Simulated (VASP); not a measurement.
Write the native input for VASP 6.6.1 that does the following.

```
Task                   : relaxation of the atoms
Functional             : PBEsol
Potentials or basis    : VASP PAW PBE potentials, release 64 (Ti_sv, Si)
Cutoff                 : 520 eV
k mesh                 : 10 × 10 × 10
Occupations            : gaussian, width 0.1 eV
Spin                   : no spin polarisation
Dipole correction      : no
Further INCAR settings : ALGO = Normal; EDIFF = 1e-06; IBRION = 2; EDIFFG = -0.008; NSW = 60
```

The structure of TiSi2 lies in POSCAR:

```
TiSi2
1.0
   -0.0355702681      4.0299409261      4.2480470637
    2.3688307497     -0.0207008559      4.2480470637
    2.3332604816      4.0092400703      0.0000000000
Ti Si
2 4
Direct
    0.7495615127      0.7495615127      0.7504384873
    0.5004384873      0.5004384873      0.4995615127
    0.0863844692      0.4137054720      0.0859640064
    0.4137054720      0.0863844692      0.4139460524
    0.1636155308      0.8362945280      0.1640359936
    0.8362945280      0.1636155308      0.8360539476
```

This cell differs from its parent crystal: strain along c alone, the other axes held: -2.0 %.

The input as run:

INCAR

```
PREC = Accurate
ENCUT = 520
EDIFF = 1E-6
ISMEAR = 0
SIGMA = 0.1
LREAL = False
LASPH = True
NELM = 60
ALGO = Normal
ISIF = 2
LWAVE = False
LCHARG = False
GGA = PS
IBRION = 2
NSW = 60
EDIFFG = -0.008
KPAR = 4
```

KPOINTS

```
Automatic mesh
0
Gamma
  10 10 10
```

Potentials or basis: VASP PAW PBE potentials, release 64 (Ti_sv, Si).

Command:

```console
$ cat potpaw_PBE.64/Ti_sv/POTCAR potpaw_PBE.64/Si/POTCAR > POTCAR
$ mpirun -np 4 vasp_std > vasp.out
```

Results of the run:

```json
{"Energy gained by relaxing": "0.0 meV/atom", "Ionic steps": "5", "Pressure after relaxing": "3.1 GPa", "Largest force after relaxing": "0.005 eV/Å", "Band gap on the k mesh": "zero (bands 20 and 21 overlap by 1.94 eV)"}
```

Caveat: the cell differs from its parent crystal (strain along c alone, the other axes held: -2.0 %); the PAW data sets were made with another functional, which shifts forces and pressure a little.

It took 7.2 min on 4 MPI ranks on Intel(R) Xeon(R) Platinum 8488C (Sapphire Rapids), on a shared host, peak memory 0.58 GiB a rank.
